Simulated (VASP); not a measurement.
Ag:

```
CELL_PARAMETERS angstrom
0.00000 2.01514 2.01514
2.01514 0.00000 2.01514
2.01514 2.01514 0.00000
ATOMIC_POSITIONS crystal
Ag 0.00000 0.00000 0.00000
```

Base run:

- Program: VASP 6.6.1
- Functional: r2SCAN
- Potentials or basis: VASP PAW PBE potentials, release 64 (Ag)
- Cutoff: 520 eV
- k mesh: 11 × 11 × 11
- Occupations: fermi-dirac, width 0.05 eV
- Spin: no spin polarisation

Its results: pressure 6.5 GPa.

The run is repeated on the same cell with these changes: further incar settings from ALGO = Normal; EDIFF = 1e-06; NBANDS = 12 to ALGO = Normal; EDIFF = 1e-07; NBANDS = 12; dispersion from none to D4. What comes out?

Pressure 4.7 GPa.

Caveats: the PAW data sets were made with another functional, which shifts forces and pressure a little; pairwise dispersion overbinds metals, which lowers pressure and volume (some runs).
